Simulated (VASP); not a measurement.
**AlN: single point with PBE**

Crystal: AlN.

```
Al N
1.0
     3.11100    0.00000    0.00000
    -1.55550    2.69421    0.00000
     0.00000    0.00000    4.97800
Al N
2 2
Direct
  0.31106 0.62213 0.00000
  0.68894 0.37787 0.50000
  0.35319 0.70639 0.38500
  0.64681 0.29361 0.88500
```

This cell differs from its parent crystal: mode 4 (239.4 1/cm) frozen in, largest displacement +0.120 Å.

```json
{
 "Program": "VASP 6.6.1",
 "Task": "single point",
 "Functional": "PBE",
 "Potentials or basis": "VASP PAW PBE potentials, release 64 (Al, N)",
 "Cutoff": "520 eV",
 "k mesh": "12 × 12 × 6",
 "Occupations": "gaussian, width 0.05 eV",
 "Spin": "no spin polarisation"
}
```

- Pressure: 3.5 GPa
- Largest force: 0.670 eV/Å
- Band gap on the k mesh: 4.00 eV, direct

Forces on the atoms (eV/Å):
```
Al   0.000  0.615  0.264
Al   0.000 -0.615  0.264
N    0.000 -0.350 -0.264
N    0.000  0.350 -0.264
```

Stress tensor (GPa, compression positive):
```
4.06 0.00 0.00
0.00 3.59 0.00
0.00 0.00 2.73
```

Levels at points of the mesh, in eV from the valence-band top:
```tsv
k point	band 6	band 7	band 8	band 9	band 10	band 11
(0.00, 0.00, 0.00)	-0.55	-0.24	0.00	4.00	6.52	10.30
(0.50, 0.00, 0.00)	-2.22	-1.60	-0.87	5.32	5.81	7.78
(0.00, 0.50, 0.00)	-2.27	-2.26	-0.91	5.46	6.39	8.27
(0.00, 0.00, 0.50)	-0.75	-0.66	-0.66	6.27	6.27	10.15
(0.50, 0.00, 0.50)	-1.76	-1.37	-1.37	5.22	5.22	8.92
(0.00, 0.50, 0.50)	-1.66	-1.26	-1.26	4.99	4.99	9.05
```

Run time: 32 s on 1 thread of Intel(R) Xeon(R) 6975P-C (Granite Rapids) (shared host), peak memory 0.22 GiB.

Caveat: the cell differs from its parent crystal (mode 4 (239.4 1/cm) frozen in, largest displacement +0.120 Å). A k mesh can miss the band edges.
